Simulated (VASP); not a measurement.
# ReSbC3 (P6/mmm) in VASP: a series of runs

ReSbC3 is run at these levels: PBE; tasks: single point, relaxation of cell and atoms.

Everything below comes from runs of VASP 6.6.1. Logs are shortened: lines on timing, memory, paths and dates and some standing lists are left out, and cuts for length are marked.

## (1) The cell of the first run

Symmetry: P6/mmm, No. 191, hexagonal system. Conventional cell: a = 4.541 Å, b = 4.541 Å, c = 5.087 Å, α = 90.00°, β = 90.00°, γ = 120.00°. Within 3.5 Å of Re (site symmetry 6/mmm) lie 2 Sb at 2.54 Å and 12 C at 3.41 Å. Within 3.0 Å of Sb (site symmetry 6/mmm) lie 6 C at 2.27 Å and 2 Re at 2.54 Å. Within 3.0 Å of C (site symmetry mmm) lie 4 C at 2.27 Å and 2 Sb at 2.27 Å.

The cell was built from a structure type or drawn by symmetry, and may not be a known phase.

## (2) Single point, PBE

INCAR reads:

```
SYSTEM = ReSbC3
PREC = Accurate
ENCUT = 520
EDIFF = 1E-7
ISMEAR = 0
SIGMA = 0.1
LREAL = .False.
LASPH = .True.
NELM = 100
ALGO = Normal
ISIF = 2
LWAVE = .False.
LCHARG = .False.
GGA = PE
NBANDS = 20
```

KPOINTS reads:

```
Automatic mesh
0
Gamma
  9 9 8
  0 0 0
```

POSCAR reads:

```
ReSbC3
1.0
    4.5409187207      0.0000000000      0.0000000000
   -2.2704593604      3.9325509686      0.0000000000
    0.0000000000      0.0000000000      5.0870077065
Re Sb C
1 1 3
Direct
    0.0000000000      0.0000000000      0.5000000000
    0.0000000000      0.0000000000      0.0000000000
    0.5000000000      0.0000000000      0.0000000000
    0.0000000000      0.5000000000      0.0000000000
    0.5000000000      0.5000000000      0.0000000000
```

Potentials or basis: VASP PAW PBE potentials, release 64 (Re, Sb, C).

Launch:

```bash
cat potpaw_PBE.64/Re/POTCAR potpaw_PBE.64/Sb/POTCAR potpaw_PBE.64/C/POTCAR > POTCAR
mpirun -np 1 vasp_std > vasp.out
```

OUTCAR:

```text
SYSTEM = ReSbC3
   PREC = Accurate
   ENCUT = 520
   EDIFF = 1E-7
   ISMEAR = 0
   LREAL = .False.
   LASPH = .True.
   NELM = 100
   ISIF = 2
   GGA = PE

 ion  position               nearest neighbor table
   1  0.000  0.000  0.500-   2 2.54   2 2.54
   2  0.000  0.000  0.000-   5 2.27   5 2.27   4 2.27   4 2.27   3 2.27   3 2.27   1 2.54   1 2.54

   3  0.500  0.000  0.000-   2 2.27   2 2.27
   4  0.000  0.500  0.000-   2 2.27   2 2.27
   5  0.500  0.500  0.000-   2 2.27   2 2.27

  LATTYP: Found a hexagonal cell.
 ALAT       =     4.5409187207
 C/A-ratio  =     1.1202595817

  Lattice vectors:

 A1 = (   4.5409187207,   0.0000000000,   0.0000000000)
 A2 = (  -2.2704593604,   3.9325509686,   0.0000000000)
 A3 = (   0.0000000000,   0.0000000000,   5.0870077065)

Analysis of symmetry for initial positions (statically):
=====================================================================
 Subroutine PRICEL returns:
 Original cell was already a primitive cell.

 Routine SETGRP: Setting up the symmetry group for a
 hexagonal supercell.

 Subroutine GETGRP returns: Found 24 space group operations
 (whereof 24 operations were pure point group operations)
 out of a pool of 24 trial point group operations.

The static configuration has the point symmetry D_6h.

Analysis of symmetry for dynamics (positions and initial velocities):
=====================================================================
 Subroutine PRICEL returns:
 Original cell was already a primitive cell.

 Routine SETGRP: Setting up the symmetry group for a
 hexagonal supercell.

 Subroutine GETGRP returns: Found 24 space group operations
 (whereof 24 operations were pure point group operations)
 out of a pool of 24 trial point group operations.

The dynamic configuration has the point symmetry D_6h.

 Subroutine INISYM returns: Found 24 space group operations
 (whereof 24 operations are pure point group operations),
 and found     1 'primitive' translations

----------------------------------------------------------------------------------------

                                     Primitive cell

  volume of cell :      90.8407

  direct lattice vectors                    reciprocal lattice vectors
     4.540918721  0.000000000  0.000000000     0.220219753  0.127143934  0.000000000
    -2.270459360  3.932550969  0.000000000     0.000000000  0.254287868  0.000000000
     0.000000000  0.000000000  5.087007706     0.000000000  0.000000000  0.196579219

  length of vectors
     4.540918721  4.540918721  5.087007706     0.254287868  0.254287868  0.196579219

  position of ions in fractional coordinates (direct lattice)
     0.000000000  0.000000000  0.500000000
     0.000000000  0.000000000  0.000000000
     0.500000000  0.000000000  0.000000000
     0.000000000  0.500000000  0.000000000
     0.500000000  0.500000000  0.000000000

  ion indices of the primitive-cell ions
   primitive index   ion index
                 1           1
                 2           2
                 3           3
                 4           4
                 5           5

----------------------------------------------------------------------------------------

 KPOINTS: Automatic mesh

Automatic generation of k-mesh.
 Grid dimensions read from file:
 generate k-points for:    9    9    8

 Generating k-lattice:

  Cartesian coordinates                     Fractional coordinates (reciprocal lattice)
     0.024468861  0.014127104  0.000000000     0.111111111  0.000000000  0.000000000
     0.000000000  0.028254208  0.000000000     0.000000000  0.111111111  0.000000000
     0.000000000  0.000000000  0.024572402     0.000000000  0.000000000  0.125000000

  Length of vectors
     0.028254208  0.028254208  0.024572402

  Shift w.r.t. Gamma in fractional coordinates (k-lattice)
     0.000000000  0.000000000  0.000000000

 Subroutine IBZKPT returns following result:
 ===========================================

 Found     60 irreducible k-points:

 Following reciprocal coordinates:
            Coordinates               Weight
  0.000000  0.000000  0.000000      1.000000
  0.111111  0.000000  0.000000      6.000000
  0.222222  0.000000  0.000000      6.000000
  0.333333  0.000000  0.000000      6.000000
  0.444444  0.000000  0.000000      6.000000
  0.111111  0.111111  0.000000      6.000000
[... 16 lines left out ...]
  0.333333  0.222222  0.125000     24.000000
  0.333333  0.333333  0.125000      4.000000
 [... further k-points ...]
   k-points           NKPTS =     60   k-points in BZ     NKDIM =     60   number of bands    NBANDS=     20
   number of dos      NEDOS =    301   number of ions     NIONS =      5
   total plane-waves  NPLWV =  51840
   dimension x,y,z NGX =    36 NGY =   36 NGZ =   40
   dimension x,y,z NGXF=    72 NGYF=   72 NGZF=   80
   ions per type =               1   1   3
   NGX,Y,Z   is equivalent  to a cutoff of  13.18, 13.18, 13.07 a.u.
   NGXF,Y,Z  is equivalent  to a cutoff of  26.36, 26.36, 26.14 a.u.
 SYSTEM =  ReSbC3
   PREC   = accura    normal or accurate (medium, high low for compatibility)
   ISTART =      0    job   : 0-new  1-cont  2-samecut
   ICHARG =      2    charge: 1-file 2-atom 10-const
   ISPIN  =      1    spin polarized calculation?
   LNONCOLLINEAR =      F non collinear calculations
   LSORBIT =      F    spin-orbit coupling
   LASPH  =      T    aspherical Exc in radial PAW
   ENCUT  =  520.0 eV  38.22 Ry    6.18 a.u.   8.44  8.44  9.46*2*pi/ulx,y,z
   NELM   =    100;   NELMIN=  2; NELMDL= -5     # of ELM steps
   EDIFF  = 0.1E-06   stopping-criterion for ELM
   LREAL  =      F    real-space projection
   EDIFFG = 0.1E-05   stopping-criterion for IOM
   NSW    =      0    number of steps for IOM
   IBRION =     -1    ionic relax: 0-MD 1-quasi-New 2-CG
   NFREE  =      0    steps in history (QN), initial steepest desc. (CG)
   ISIF   =      2    stress and relaxation
   ISYM   =      2    0-nonsym 1-usesym 2-fastsym
   POTIM  = 0.5000    time-step for ionic-motion
   TEBEG  =    0.0;   TEEND  =   0.0 temperature during run
   PSTRESS=    0.0 pullay stress
   NELECT =      24.0000    total number of electrons
   NUPDOWN=      -1.0000    fix difference up-down
   EMIN   =  10.00;   EMAX   =-10.00  energy-range for DOS
   EFERMI =   0.00;   METHOD = LEGACY
   ISMEAR =     0;   SIGMA  =   0.10  broadening in eV -4-tet -1-fermi 0-gaus
   EFERMI_NEDOS =   21; number of points for ismear=-14 and -15
   IALGO  =     38    algorithm
   IMIX   =      4    mixing-type and parameters
     AMIX     =   0.40;   BMIX     =  1.00
     AMIX_MAG =   1.60;   BMIX_MAG =  1.00
  volume/ion in A,a.u.               =      18.17       122.60
  Fermi-wavevector in a.u.,A,eV,Ry     =   1.050473  1.985107 15.013954  1.103494
  Thomas-Fermi vector in A             =   2.185478
   LORBIT       =      0    0 simple, 1 ext, 2 COOP (PROOUT), +10 PAW based schemes
   GGA     = PE    functional components
   LHFCALC =     F    Hartree Fock is set to
   AEXX    =    0.0000 exact exchange contribution
   IVDW    =     0    specifies the selected vdW correction
   LEPSILON=     F    determine dielectric tensor
   LRPA    =     F    only Hartree local field effects (RPA)
 non-spin polarized calculation
 Gauss-broadening in eV      SIGMA  =   0.10
  energy-cutoff  :      520.00
  volume of cell :       90.84
 maximum number of plane-waves:      2485
 NGX is ok and might be reduce to    36
   NGX = 17   NGY = 17   NGZ = 19

 number of electron      23.9999998 magnetization

 Free energy of the ion-electron system (eV)
  ---------------------------------------------------
  ext. energy  EPLUGINS =         0.00000000
  ---------------------------------------------------
  free energy    TOTEN  =       -23.41684701 eV

  energy without entropy =      -23.38048564  energy(sigma->0) =      -23.39866632

 E-fermi :   3.6957     XC(G=0):  -9.8069

 val. band max:        3.6936039067   @ k =   0.2222   0.0000   0.1250
 cond. band min:       3.7003271443   @ k =   0.2222   0.0000   0.5000
 fundamental gap:      0.0067232376
 Fermi energy:         3.6957378112

 k-point     1 :       0.0000    0.0000    0.0000
  band No.  band energies     occupation
      1     -11.1241      2.00000
      2      -3.5416      2.00000
      3      -3.5416      2.00000
      4      -2.7253      2.00000
      5      -2.7253      2.00000
      6      -2.1369      2.00000
[... 12 lines left out ...]
     19       9.0312      0.00000
     20       9.0312      0.00000

 k-point     2 :       0.1111    0.0000    0.0000
  band No.  band energies     occupation
      1     -11.0195      2.00000
      2      -4.5478      2.00000
      3      -4.0330      2.00000
      4      -3.2377      2.00000
      5      -2.0617      2.00000
      6      -1.0920      2.00000
[... 12 lines left out ...]
     19       8.6691      0.00000
     20       8.9427      0.00000

 k-point     3 :       0.2222    0.0000    0.0000
  band No.  band energies     occupation
      1     -10.7064      2.00000
      2      -5.9952      2.00000
      3      -4.6127      2.00000
      4      -3.7225      2.00000
      5      -0.9753      2.00000
      6      -0.4185      2.00000
[... 12 lines left out ...]
     19       7.7103      0.00000
     20       8.8883      0.00000

 k-point     4 :       0.3333    0.0000    0.0000
  band No.  band energies     occupation
      1     -10.1895      2.00000
      2      -7.3100      2.00000
      3      -5.0193      2.00000
      4      -4.0721      2.00000
      5       0.0318      2.00000
      6       0.2353      2.00000
[... 429 lines left out ...]
 k-point    23 :       0.3333    0.2222    0.1250
  band No.  band energies     occupation
      1      -9.1728      2.00000
      2      -8.1045      2.00000
      3      -7.1629      2.00000
      4      -2.0871      2.00000
      5       0.0551      2.00000
      6       0.6089      2.00000
[... 12 lines left out ...]
     19       7.3354      0.00000
     20       7.7770      0.00000

 k-point    24 :       0.3333    0.3333    0.1250
  band No.  band energies     occupation
      1      -8.6927      2.00000
      2      -8.0221      2.00000
      3      -8.0221      2.00000
      4      -1.5281      2.00000
      5       0.6682      2.00000
      6       0.6682      2.00000
[... 12 lines left out ...]
     19       7.2491      0.00000
     20       7.8190      0.00000

 [... further k-points ...]

------------------------ aborting loop because EDIFF is reached ----------------------------------------

  FORCE on cell =-STRESS in cart. coord.  units (eV):
  Direction    XX          YY          ZZ          XY          YZ          ZX
  --------------------------------------------------------------------------------------
  -------------------------------------------------------------------------------------
  Total        0.1670941      0.1670941     -0.1617718     -0.0000000     -0.0000000     -0.0000000
  in kB        2.9470748      2.9470748     -2.8532039     -0.0000000     -0.0000000     -0.0000000
  external PRESSURE =       1.0136486 kB  Pullay stress =       0.0000000 kB

 VOLUME and BASIS-vectors are now :
 -----------------------------------------------------------------------------
  energy-cutoff  :      520.00
  volume of cell :       90.84
      direct lattice vectors                 reciprocal lattice vectors
     4.540918721  0.000000000  0.000000000     0.220219753  0.127143934  0.000000000
    -2.270459360  3.932550969  0.000000000     0.000000000  0.254287868  0.000000000
     0.000000000  0.000000000  5.087007706     0.000000000  0.000000000  0.196579219

 POSITION                                       TOTAL-FORCE (eV/Angst)
 -----------------------------------------------------------------------------------
      0.00000      0.00000      2.54350        -0.000000      0.000000      0.000000
      0.00000      0.00000      0.00000        -0.000000      0.000000      0.000000
      2.27046      0.00000      0.00000         0.000000      0.000000      0.000000
     -1.13523      1.96628      0.00000         0.000000      0.000000      0.000000
      1.13523      1.96628      0.00000         0.000000      0.000000      0.000000
 -----------------------------------------------------------------------------------
    total drift:                               -0.000000      0.000000     -0.000000

  FREE ENERGIE OF THE ION-ELECTRON SYSTEM (eV)
  ---------------------------------------------------
  free  energy   TOTEN  =       -23.4168470104 eV

  energy  without entropy=      -23.3804856356  energy(sigma->0) =      -23.39866632
```

Run time: 75 s. Hardware: 1 thread of Intel Xeon 6975P-C (Granite Rapids), shared host; peak memory 0.29 GiB.

Results:

| Property | Result |
| --- | --- |
| Free energy | -23.4168 eV |
| Pressure | 0.1 GPa |
| Band gap on the k mesh | zero (bands 12 and 13 overlap by 0.60 eV) |

Stress tensor (GPa, compression positive):
```
 0.29  0.00  0.00
 0.00  0.29  0.00
 0.00  0.00 -0.29
```

Caveat: spin-orbit coupling is left out, which moves the levels of the heavy elements.

(Continued in part 2 of 2.)
